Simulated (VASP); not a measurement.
# Sn in VASP: notebook, part 2 of 2

VASP 6.6.1.

## (3) Single point, PBE

This run uses another cell than the first one, of 29.16 Å³/atom, 1.012 times its volume.

INCAR

```
SYSTEM = Sn
PREC     = Accurate       ! precision mode
ENCUT    = 520            ! plane-wave cutoff, eV
EDIFF    = 1E-7           ! SCF threshold, eV
ISMEAR   = 0              ! smearing method
SIGMA    = 0.1            ! smearing width, eV
LREAL    = .FALSE.        ! projectors in reciprocal space
LASPH    = .TRUE.         ! aspherical terms in the spheres
NELM     = 60             ! most SCF steps
ALGO     = Normal         ! electronic algorithm
ISIF     = 2              ! what is computed and relaxed
LWAVE    = .FALSE.        ! write WAVECAR
LCHARG   = .FALSE.        ! write CHGCAR
GGA      = PE             ! functional
NBANDS   = 21             ! bands
```

KPOINTS

```
Automatic mesh
0
G
  6 6 6
  0 0 0
```

POSCAR

```
Sn
1.0
    1.6011341767     -4.8710812664      0.0000000000
    1.6011341767      4.8710812664      0.0000000000
    0.0000000000      0.0000000000      3.7394140679
Sn
2
Direct
    0.8627109412      0.1372890588      0.2500000000
    0.1372890588      0.8627109412      0.7500000000
```

Potentials or basis: VASP PAW PBE potentials, release 64 (Sn_d).

On the command line:

```console
cat potpaw_PBE.64/Sn_d/POTCAR > POTCAR
mpirun -np 1 vasp_std > vasp.out
```

OUTCAR:

```text
SYSTEM = Sn
   PREC = Accurate
   ENCUT = 520
   EDIFF = 1E-7
   ISMEAR = 0
   LREAL = .FALSE.
   LASPH = .TRUE.
   NELM = 60
   ISIF = 2
   GGA = PE

 ion  position               nearest neighbor table
   1  0.863  0.137  0.250-   2 3.26   2 3.26   2 3.30   2 3.30   2 3.30   2 3.30
   2  0.137  0.863  0.750-   1 3.26   1 3.26   1 3.30   1 3.30   1 3.30   1 3.30

  LATTYP: Found a base centered orthorhombic cell.
 ALAT       =     3.2022683534
 B/A-ratio  =     3.0422692472
 C/A-ratio  =     1.1677391321

  Lattice vectors:

 A1 = (   1.6011341767,  -4.8710812664,   0.0000000000)
[... 194 lines left out ...]
      6     -14.1863      2.00000
[... 565 lines left out ...]
     20      16.0984      0.00000
     21      16.9942      0.00000

 [... further k-points ...]
[... 5 lines left out ...]
  --------------------------------------------------------------------------------------
  -------------------------------------------------------------------------------------
  Total       -0.0108045     -0.0256242     -0.0835797      0.0000000      0.0000000      0.0000000
  in kB       -0.2967771     -0.7038399     -2.2957506      0.0000000      0.0000000      0.0000000
  external PRESSURE =      -1.0987892 kB  Pullay stress =       0.0000000 kB

 VOLUME and BASIS-vectors are now :
 -----------------------------------------------------------------------------
  energy-cutoff  :      520.00
  volume of cell :       58.33
      direct lattice vectors                 reciprocal lattice vectors
     1.601134177 -4.871081266  0.000000000     0.312278638 -0.102646614  0.000000000
     1.601134177  4.871081266  0.000000000     0.312278638  0.102646614  0.000000000
     0.000000000  0.000000000  3.739414068     0.000000000  0.000000000  0.267421575

 POSITION                                       TOTAL-FORCE (eV/Angst)
 -----------------------------------------------------------------------------------
      1.60113     -3.53359      0.93485         0.000000     -0.008075      0.000000
      1.60113      3.53359      2.80456         0.000000      0.008075     -0.000000
 -----------------------------------------------------------------------------------
    total drift:                                0.000000      0.000000     -0.000000

  FREE ENERGIE OF THE ION-ELECTRON SYSTEM (eV)
  ---------------------------------------------------
  free  energy   TOTEN  =        -7.5151802378 eV

  energy  without entropy=       -7.5117601197  energy(sigma->0) =       -7.51347018
```

OSZICAR:

```text
N       E                     dE             d eps       ncg     rms          rms(c)
DAV:   1     0.221849920422E+03    0.22185E+03   -0.14726E+04  2212   0.205E+03
DAV:   2     0.152481946820E+02   -0.20660E+03   -0.20216E+03  2199   0.445E+02
DAV:   3    -0.685270287712E+01   -0.22101E+02   -0.21921E+02  2534   0.133E+02
DAV:   4    -0.751556877094E+01   -0.66287E+00   -0.66253E+00  2517   0.257E+01
DAV:   5    -0.753918072061E+01   -0.23612E-01   -0.23611E-01  2954   0.476E+00    0.189E+00
DAV:   6    -0.752063700842E+01    0.18544E-01   -0.30156E-02  2910   0.216E+00    0.106E+00
DAV:   7    -0.751530427519E+01    0.53327E-02   -0.19114E-02  2872   0.167E+00    0.146E-01
DAV:   8    -0.751516309525E+01    0.14118E-03   -0.22553E-03  2524   0.596E-01    0.286E-02
DAV:   9    -0.751517710119E+01   -0.14006E-04   -0.10493E-04  2901   0.948E-02    0.164E-02
DAV:  10    -0.751518002908E+01   -0.29279E-05   -0.57659E-06  2996   0.195E-02    0.265E-03
DAV:  11    -0.751518042803E+01   -0.39895E-06   -0.34571E-07  2236   0.497E-03    0.945E-04
DAV:  12    -0.751518024771E+01    0.18032E-06   -0.34914E-08  1477   0.187E-03    0.125E-04
DAV:  13    -0.751518023779E+01    0.99262E-08   -0.70844E-09  1322   0.877E-04
   1 F= -.75151802E+01 E0= -.75134702E+01  d E =-.342012E-02
```

stdout:

```text
POSCAR found type information on POSCAR Sn
 POSCAR found :  1 types and       2 ions
 scaLAPACK will be used
 LDA part: xc-table for (Slater+PW92), standard interpolation
 POSCAR, INCAR and KPOINTS ok, starting setup
 FFT: planning ... GRIDC
 FFT: planning ... GRID_SOFT
 FFT: planning ... GRID
 WAVECAR not read
 entering main loop
```

Wall time 56 s (1 thread of Intel Xeon Platinum 8488C (Sapphire Rapids), shared host); peak memory 0.22 GiB.

Results:

```
Free energy            : -7.5152 eV
Pressure               : -0.1 GPa
Largest force          : 0.008 eV/Å
Band gap on the k mesh : zero (band 14 reaches 9.63 eV, above the bottom of band 15 at 5.80 eV)
```

Forces in eV/Å, atoms in the order of the input:
```
Sn   0.000 -0.008  0.000
Sn   0.000  0.008  0.000
```

Stress tensor (GPa, compression positive):
```
-0.03  0.00  0.00
 0.00 -0.07  0.00
 0.00  0.00 -0.23
```

Levels at points of the mesh, in eV from the Fermi level:
```
           k point  band 10  band 11  band 12  band 13  band 14  band 15  band 16  band 17  band 18  band 19
(0.00, 0.00, 0.00)   -21.40   -10.84    -5.05    -3.38     0.11     3.74     5.02     5.69     6.21     6.45
(0.50, 0.00, 0.00)   -21.40    -7.32    -6.06    -2.91    -2.48     2.45     3.23     4.40     4.94     7.17
(0.50, 0.50, 0.00)   -21.43    -9.67    -8.65     1.45     2.31     2.37     2.56     3.82     6.65     6.72
(0.00, 0.00, 0.50)   -21.44    -8.21    -8.21    -0.92    -0.92    -0.09    -0.09     6.70     6.70    10.24
(0.50, 0.00, 0.50)   -21.40    -4.99    -4.99    -2.96    -2.96    -0.17    -0.17     1.90     1.90     6.56
(0.50, 0.50, 0.50)   -21.46    -7.52    -7.52    -4.48    -4.48     5.97     5.97     6.43     6.43     9.34
```

Caveat: spin-orbit coupling is left out, which moves the levels of the heavy elements.
